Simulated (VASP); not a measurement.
Crystal: LaAgS2.

```xyz
8
Lattice="4.1091 0.0000 0.0000 0.0000 4.1091 0.0000 0.0000 0.0000 10.1687" Properties=species:S:1:pos:R:3 pbc="T T T"
Ag    3.0819    1.0273    0.0000
Ag    1.0273    3.0819    0.0000
La    1.0273    1.0273    7.7801
La    3.0819    3.0819    2.3886
S     1.0273    1.0273    3.2743
S     3.0819    3.0819    6.8944
S     3.0819    1.0273    5.0843
S     1.0273    3.0819    5.0843
```

* Program: VASP 6.6.1
* Task: relaxation of cell and atoms
* Functional: PBE
* Potentials or basis: VASP PAW PBE potentials, release 64 (Ag, La, S)
* Cutoff: 600 eV
* k mesh: 5 × 5 × 2
* Occupations: tetrahedron
* Spin: no spin polarisation

At the start: pressure 1.7 GPa; volume 21.46 Å³/atom.

Task: How do energy, volume and symmetry change on relaxing?

Result: Over 29 steps the energy falls by 747.6 meV/atom and the volume is 24.14 Å³/atom (+12.5 %); space group P4/nmm (No. 129, to 0.1 Å) before and after.

The path:
| step | energy change (eV) | largest force (eV/Å) | pressure (GPa) | volume (Å³) |
| --- | --- | --- | --- | --- |
| 1 | 0.0000 | 2.9445 | 1.72 | 171.70 |
| 2 | -1.6875 | 2.5349 | -0.64 | 177.42 |
| 3 | -3.7346 | 1.8250 | -2.68 | 186.84 |
| 4 | -5.6318 | 0.3504 | -5.08 | 205.70 |
| 5 | -4.7115 | 2.3990 | 13.34 | 166.42 |
| 6 | -5.9601 | 0.3649 | -0.66 | 191.41 |
| 7 | -5.9609 | 0.4029 | -0.44 | 190.83 |
| 8 | -5.9609 | 0.4204 | -0.33 | 190.54 |
| 9 | -5.9777 | 0.0594 | 0.07 | 189.36 |
| 10 | -5.9773 | 0.0536 | 0.08 | 189.33 |
| 11 | -5.9779 | 0.0437 | -0.12 | 189.87 |
| 12 | -5.9779 | 0.0443 | -0.09 | 189.86 |
| 13 | -5.9783 | 0.0296 | -0.03 | 189.75 |
| 14 | -5.9785 | 0.0233 | 0.08 | 189.57 |
| 15 | -5.9790 | 0.0215 | 0.03 | 189.88 |
| 16 | -5.9795 | 0.0217 | -0.07 | 190.50 |
| 17 | -5.9796 | 0.0205 | -0.05 | 190.57 |
| 18 | -5.9799 | 0.0195 | 0.00 | 190.79 |
| 19 | -5.9799 | 0.0297 | 0.10 | 191.22 |
| 20 | -5.9785 | 0.0583 | 0.34 | 192.07 |
| 21 | -5.9797 | 0.0388 | 0.18 | 191.46 |
| 22 | -5.9799 | 0.0360 | 0.14 | 191.79 |
| 23 | -5.9803 | 0.0283 | 0.03 | 192.76 |
| 24 | -5.9803 | 0.0259 | -0.01 | 193.18 |
| 25 | -5.9803 | 0.0262 | -0.01 | 193.12 |
| 26 | -5.9805 | 0.0227 | 0.00 | 193.11 |
| 27 | -5.9808 | 0.0141 | 0.02 | 193.10 |
| 28 | -5.9811 | 0.0254 | 0.06 | 193.07 |
| 29 | -5.9809 | 0.0081 | 0.03 | 193.09 |

Final structure:
```
Ag La S
1.0
     3.93337    0.00000    0.00000
     0.00000    3.93337    0.00000
     0.00000    0.00000   12.48049
Ag La S
2 2 4
Direct
  0.75000 0.25000 0.00000
  0.25000 0.75000 0.00000
  0.25000 0.25000 0.68152
  0.75000 0.75000 0.31848
  0.25000 0.25000 0.24742
  0.75000 0.75000 0.75258
  0.75000 0.25000 0.50000
  0.25000 0.75000 0.50000
```

Caveat: a cell axis changed by over 15 % at a fixed basis, so the end point is rough; tetrahedron occupations give inexact forces and stress in metals.
